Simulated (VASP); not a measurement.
Write the native input for VASP 6.6.1 that does the following.

```yaml
Task: single point
Functional: PBE
Potentials_or_basis: VASP PAW PBE potentials, release 64 (K_sv, Cl)
Cutoff: 520 eV
k_mesh: 8 × 8 × 8
Occupations: fermi-dirac, width 0.02 eV
Spin: no spin polarisation
Dipole_correction: no
Further_INCAR_settings: ALGO = Normal; EDIFF = 1e-06; NBANDS = 15
```

The structure of KCl lies in POSCAR:

```
KCl
1.0
    0.0000000000      3.1448483095      3.1448483095
    3.1448483095      0.0000000000      3.1448483095
    3.1448483095      3.1448483095      0.0000000000
K Cl
1 1
Direct
    0.0000000000      0.0000000000      0.0000000000
    0.5000000000      0.5000000000      0.5000000000
```

The input as run:

INCAR

```
PREC = Accurate ; ENCUT = 520
EDIFF = 1E-6 ; ISMEAR = -1
SIGMA = 0.02 ; LREAL = F
LASPH = T ; NELM = 100
ALGO = Normal ; ISIF = 2
LWAVE = F ; LCHARG = T
GGA = PE ; LELF = T
LVHAR = T ; NBANDS = 15
```

KPOINTS

```
regular mesh
0
Gamma
  8 8 8
```

Potentials or basis: VASP PAW PBE potentials, release 64 (K_sv, Cl).

Run with:

```sh
$ cat potpaw_PBE.64/K_sv/POTCAR potpaw_PBE.64/Cl/POTCAR > POTCAR
$ mpirun -np 1 vasp_std > vasp.out
```

It gave:

```yaml
Pressure: 0.8 GPa
Band_gap_on_the_k_mesh: 5.19 eV
```

Wall time 42 s on 1 thread of Intel Xeon 8259CL, with other jobs on the host, peak memory 0.21 GiB.
